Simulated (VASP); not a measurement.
A run of VASP 6.6.1:

Contents of INCAR:

```
PREC     = Accurate       # precision mode
ENCUT    = 520            # plane-wave cutoff, eV
EDIFF    = 1E-6           # SCF threshold, eV
ISMEAR   = 0              # smearing method
SIGMA    = 0.15           # smearing width, eV
LREAL    = F              # projectors in reciprocal space
LASPH    = T              # aspherical terms in the spheres
NELM     = 100            # most SCF steps
ALGO     = Normal         # electronic algorithm
ISIF     = 2              # what is computed and relaxed
LWAVE    = F              # write WAVECAR
LCHARG   = F              # write CHGCAR
GGA      = PS             # functional
NBANDS   = 39             # bands
```

The input KPOINTS:

```
Automatic mesh
0
Gamma
  8 8 14
```

POSCAR

```
Ti3O4
1.0
    2.9128162286     -4.0303540220      0.0000000000
    2.9128162286      4.0303540220      0.0000000000
    0.0000000000      0.0000000000      2.9690273773
Ti O
3 4
Direct
    0.0000000000      0.0000000000      0.5000000000
    0.5000000000      0.0000000000      0.0000000000
    0.0000000000      0.5000000000      0.0000000000
    0.7627833111      0.7627833111      0.0084202659
    0.2588765548      0.7411234452      0.5084202659
    0.2372166889      0.2372166889      0.0084202659
    0.7411234452      0.2588765548      0.5084202659
```

Potentials or basis: VASP PAW PBE potentials, release 64 (Ti_sv, O).

Command:

```console
$ cat potpaw_PBE.64/Ti_sv/POTCAR potpaw_PBE.64/O/POTCAR > POTCAR
$ mpirun -np 1 vasp_std > vasp.out
```

Hardware: 1 thread of Intel(R) Xeon(R) 6975P-C (Granite Rapids), on a shared host.

Task: Estimate the wall time of this run.

Result: It took 9.1 min on 1 thread of Intel(R) Xeon(R) 6975P-C (Granite Rapids), on a shared host, peak memory 0.44 GiB. Counts: scf iterations 16, k points 168.
